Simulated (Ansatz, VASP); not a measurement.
Two plane-wave programs on KI

```
K I
1.0
     0.00000    3.96589    3.96589
     3.96589    0.00000    3.96589
     3.96589    3.96589    0.00000
K I
1 1
Direct
  0.00000 0.00000 0.00000
  0.25000 0.25000 0.25000
```

Alike in both runs: task single point; functional PBE-based screened hybrid; k mesh 4 × 4 × 4; no spin polarisation.

|  | VASP | Ansatz |
| --- | --- | --- |
| version | VASP 6.6.1 | Ansatz 0.2.0 |
| potentials or method | VASP PAW PBE potentials, release 64 (K_sv, I) | plane waves |
| plane-wave cutoff (eV) | 520 | 420 |
| occupations | gaussian, width 0.01 eV | fixed |
| valence electrons in the cell | 16 | 26 |

```tsv
	VASP	Ansatz	Ansatz less VASP
gap on the k mesh at the Fermi level (eV)	4.37	4.37	+0.005
pressure (GPa)	0.1	0.1	-0.01
```

VASP's potentials were made for PBE, not for PBE-based screened hybrid. VASP's potentials hold 16 valence electrons a cell and Ansatz's 26, so a difference there can come from the potentials and not from the codes. Ansatz's warnings: stress exchange threshold loose, stress scf threshold loose.

Neither program's run includes spin-orbit coupling.
